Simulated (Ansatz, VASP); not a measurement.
**Br in VASP and in Ansatz**

The input INCAR:

```
SYSTEM = Br
  PREC = Accurate
  ENCUT = 520
  EDIFF = 1E-6
  ISMEAR = -1
  SIGMA = 0.08
  LREAL = .False.
  LASPH = .True.
  NELM = 80
  ALGO = Normal
  ISIF = 2
  LWAVE = .False.
  LCHARG = .False.
  GGA = CA
  NBANDS = 14
```

Contents of KPOINTS:

```
regular mesh
0
Gamma
  11 11 11
  0 0 0
```

File POSCAR:

```
Br
1.0
    0.0000000000      3.3069237090      3.3069237090
    3.3069237090      0.0000000000      3.3069237090
    3.3069237090      3.3069237090      0.0000000000
Br
2
Direct
   -0.1250000000     -0.1250000000     -0.1250000000
    0.1250000000      0.1250000000      0.1250000000
```

Input for Ansatz:

```yaml
crystal:
  lattice:
    - [0.0, 3.306923709, 3.306923709]
    - [3.306923709, 0.0, 3.306923709]
    - [3.306923709, 3.306923709, 0.0]
  atoms:
    - { symbol: Br, position: [-0.125, -0.125, -0.125] }
    - { symbol: Br, position: [0.125, 0.125, 0.125] }
kpoints:
  mp_grid: { grid: [11, 11, 11] }
scf:
  occupations: { method: fermi_dirac, width: 0.08 }
hamiltonian:
  xc: lda
  pseudopotentials: { kind: paw }
output:
  forces: true
  stress: true
  eigenvalues: true
  populations: true
  write_density: true
  write_potential: true
  elf: true
  volumetric_format: npy
```

Change from the starting cell: volume scaled by 0.95, PAW files.

Alike in both runs: task single point; functional LDA; k mesh 11 × 11 × 11; occupations fermi-dirac, width 0.08 eV; no spin polarisation.

|  | VASP | Ansatz |
| --- | --- | --- |
| version | VASP 6.6.1 | Ansatz 0.2.0 |
| potentials or method | VASP PAW LDA potentials, release 64 (Br) | PAW with Ansatz's default frozen-core files, scalar-relativistic |
| plane-wave cutoff (eV) | 520 | 420 |
| valence electrons in the cell | 14 | 14 |

```csv
,VASP,Ansatz,Ansatz less VASP
pressure (GPa),1.3,1.3,-0.05
```

LDA's correlation is that of Perdew and Zunger in VASP and of Perdew and Wang (1992) in Ansatz.
